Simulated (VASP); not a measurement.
SiGe4Pt:

```
Si Ge Pt
1.0
     0.00000    3.71331    3.71331
     3.71331    0.00000    3.71331
     3.71331    3.71331    0.00000
Si Ge Pt
1 4 1
Direct
  0.00000 0.00000 0.00000
  0.12375 0.62542 0.62542
  0.62542 0.12375 0.62542
  0.62542 0.62542 0.12375
  0.62542 0.62542 0.62542
  0.25000 0.25000 0.25000
```

| Item | Value |
| --- | --- |
| Program | VASP 6.6.1 |
| Task | relaxation of cell and atoms |
| Functional | PBE |
| Potentials or basis | VASP PAW PBE potentials, release 64 (Si, Ge_d, Pt) |
| Cutoff | 600 eV |
| k mesh | 4 × 4 × 4 |
| Occupations | gaussian, width 0.1 eV |
| Spin | no spin polarisation |

At the start: pressure 10.4 GPa; volume 17.07 Å³/atom.

Task: Where does the relaxation end?

Result: Over 3 steps the energy falls by 55.9 meV/atom and the volume is 18.96 Å³/atom (+11.1 %); space group F-43m (No. 216, to 0.05 Å).

The path:
```tsv
step	energy change (eV)	largest force (eV/Å)	pressure (GPa)	volume (Å³)
1	0.0000	0.0146	10.40	102.40
2	-0.2685	0.0353	-3.59	119.71
3	-0.3354	0.0194	0.05	113.78
```

Final structure:
```xyz
6
Lattice="0.0000 3.8460 3.8460 3.8460 0.0000 3.8460 3.8460 3.8460 0.0000" Properties=species:S:1:pos:R:3 pbc="T T T"
Si    0.0000    0.0000    0.0000
Ge    4.8104    2.8816    2.8816
Ge    2.8816    4.8104    2.8816
Ge    2.8816    2.8816    4.8104
Ge    4.8104    4.8104    4.8104
Pt    1.9230    1.9230    1.9230
```

Caveat: the k points lie up to 0.35 Å⁻¹ apart in the final cell.
